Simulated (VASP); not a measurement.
Here is a VASP 6.6.1 calculation.

Contents of INCAR:

```
SYSTEM = Cu2IBr
ALGO = Normal ; EDIFF = 1E-7
ENCUT = 520 ; GGA = CA
ISIF = 2 ; ISMEAR = -1
LASPH = .TRUE. ; LCHARG = .FALSE.
LDAU = .TRUE. ; LDAUJ = 0 0 0
LDAUL = -1 -1 2 ; LDAUPRINT = 1
LDAUTYPE = 2 ; LDAUU = 0 0 2
LMAXMIX = 4 ; LREAL = .FALSE.
LWAVE = .FALSE. ; NBANDS = 26
NELM = 150 ; PREC = Accurate
SIGMA = 0.05
```

The input KPOINTS:

```
k-points
0
G
  8 8 8
  0 0 0
```

Contents of POSCAR:

```
Cu2IBr
1.0
    1.9685310750      1.1365319461      6.3876248825
   -1.9685310750      1.1365319461      6.3876248825
    0.0000000000     -2.2730638921      6.3876248825
I Br Cu
1 1 2
Direct
    0.0000000000      0.0000000000      0.0000000000
    0.5000000000      0.5000000000      0.5000000000
    0.2490310000      0.2490310000      0.2490310000
    0.7509690000      0.7509690000      0.7509690000
```

Potentials or basis: VASP PAW LDA potentials, release 64 (I, Br, Cu).

Command:

```console
$ cat potpaw_LDA.64/I/POTCAR potpaw_LDA.64/Br/POTCAR potpaw_LDA.64/Cu/POTCAR > POTCAR
$ mpirun -np 1 vasp_std > vasp.out
```

Question: Predict the largest force.

Answer: 0.009 eV/Å.

Question: What does it give for the pressure?

Answer: -5.3 GPa.

Stress tensor (GPa, compression positive):
```
-5.20  0.00  0.00
 0.00 -5.20  0.00
 0.00  0.00 -5.43
```

Caveat: the cell stands under tension.
